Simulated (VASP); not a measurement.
The system is ZrB2.

```
CELL_PARAMETERS angstrom
3.16752 0.00000 0.00000
-1.58376 2.74316 0.00000
0.00000 0.00000 3.55239
ATOMIC_POSITIONS crystal
Zr 0.00000 0.00000 0.00000
B 0.33333 0.66667 0.50000
B 0.66667 0.33333 0.50000
```

* Program: VASP 6.6.1
* Task: relaxation of cell and atoms
* Functional: LDA
* Potentials or basis: VASP PAW LDA potentials, release 64 (Zr_sv, B)
* Cutoff: 600 eV
* k mesh: 9 × 9 × 6
* Occupations: gaussian, width 0.1 eV
* Spin: no spin polarisation

At the start: pressure -9.1 GPa; volume 10.29 Å³/atom.

How do energy, volume and symmetry change on relaxing?

Over 5 steps the energy falls by 11.6 meV/atom and the volume is 9.90 Å³/atom (-3.8 %); space group P6/mmm (No. 191, to 0.1 Å) before and after.

The path:
```csv
step,energy change (eV),largest force (eV/Å),pressure (GPa),volume (Å³)
1,0.0000,0.0000,-9.10,30.87
2,0.0226,0.0000,13.73,28.33
3,-0.0341,0.0000,-0.02,29.73
4,-0.0341,0.0000,0.18,29.70
5,-0.0348,0.0000,0.10,29.71
```

Final structure:
```
CELL_PARAMETERS angstrom
3.13559 0.00000 0.00000
-1.56779 2.71550 0.00000
0.00000 0.00000 3.48868
ATOMIC_POSITIONS crystal
Zr 0.00000 0.00000 0.00000
B 0.33333 0.66667 0.50000
B 0.66667 0.33333 0.50000
```
